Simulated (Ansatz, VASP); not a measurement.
Given: the input of a run of VASP 6.6.1 on MnO2.

File INCAR:

```
ALGO = Normal
EDIFF = 1E-6
ENCUT = 520
GGA = PS
ISIF = 2
ISMEAR = -1
ISPIN = 2
LASPH = True
LCHARG = False
LMAXMIX = 4
LORBIT = 11
LREAL = False
LWAVE = False
MAGMOM = 4 4 0 0 0 0
NBANDS = 38
NELM = 150
PREC = Accurate
SIGMA = 0.05
```

The input KPOINTS:

```
k-points
0
Gamma
  11 11 3
```

Contents of POSCAR:

```
MnO2
1.0
    2.8738629778      0.0000000000      0.0000000000
   -1.4369314888      2.4888383457      0.0000000000
    0.0000000000      0.0000000000     10.2894383606
Mn O
2 4
Direct
    0.0000000000      0.0000000000      0.5000000000
    0.0000000000      0.0000000000      0.0000000000
    0.6666666667      0.3333333333      0.4068564500
    0.6666666667      0.3333333333      0.0931435500
    0.3333333333      0.6666666667      0.5931435500
    0.3333333333      0.6666666667      0.9068564500
```

Potentials or basis: VASP PAW PBE potentials, release 64 (Mn_pv, O).

Command:

```bash
$ cat potpaw_PBE.64/Mn_pv/POTCAR potpaw_PBE.64/O/POTCAR > POTCAR
$ mpirun -np 1 vasp_std > vasp.out
```

Q: Translate it to Ansatz 0.2.0. Potentials there: all-electron LAPW, scalar-relativistic.

A: As run (the cutoff follows the program's own potentials):

File input.yaml:

```yaml
crystal:
  lattice:
    - [2.8738629778, 0.0, 0.0]
    - [-1.4369314888, 2.4888383457, 0.0]
    - [0.0, 0.0, 10.2894383606]
  atoms:
    - { symbol: Mn, position: [0.0, 0.0, 0.5], spin: 4.0 }
    - { symbol: Mn, position: [0.0, 0.0, 0.0], spin: 4.0 }
    - { symbol: O, position: [0.6666666667, 0.3333333333, 0.40685645] }
    - { symbol: O, position: [0.6666666667, 0.3333333333, 0.09314355] }
    - { symbol: O, position: [0.3333333333, 0.6666666667, 0.59314355] }
    - { symbol: O, position: [0.3333333333, 0.6666666667, 0.90685645] }
kpoints:
  mp_grid: { grid: [11, 11, 3] }
scf:
  occupations: { method: fermi_dirac, width: 0.05 }
hamiltonian:
  xc: pbesol
  pseudopotentials: { kind: all_electron, lapw: { basis_error: 0.001 } }
magnetization:
  spin_polarized: true
output:
  forces: true
  stress: true
  eigenvalues: true
```

Potentials or basis: all-electron LAPW, scalar-relativistic.

The run is started by

```console
$ ansatz run input.yaml --threads 4 --pin off --max-ram 14336MiB --backend cpu --events-out ev --progress --plain --runs-dir out
```

Both were run:

|  | VASP | Ansatz | Ansatz less VASP |
| --- | --- | --- | --- |
| gap on the k mesh at the Fermi level (eV) | 0.84 | 0.88 | +0.047 |
| least direct gap on the mesh (eV) | 0.89 | 0.93 | +0.048 |
| pressure (GPa) | -4.8 | -5.6 | -0.79 |
| traceless stress, the component that is largest in VASP (GPa) | 1.89 | 2.23 | +0.348 |
| rms of the force components (eV/Å) | 0.182 | 0.218 | +0.0359 |
| net moment per atom (μB) | 1.00 | 1.00 | 0.000 |
| size of the moment on the site where the two differ most (μB) | 2.85 | 2.74 | -0.111 |

VASP's potentials were made for PBE, not for PBEsol. Site moments also hang on the region over which each program counts them. Atom by atom the forces differ by 0.036 eV/Å (rms over components). Ansatz ran all-electron here, and VASP with PAW potentials.
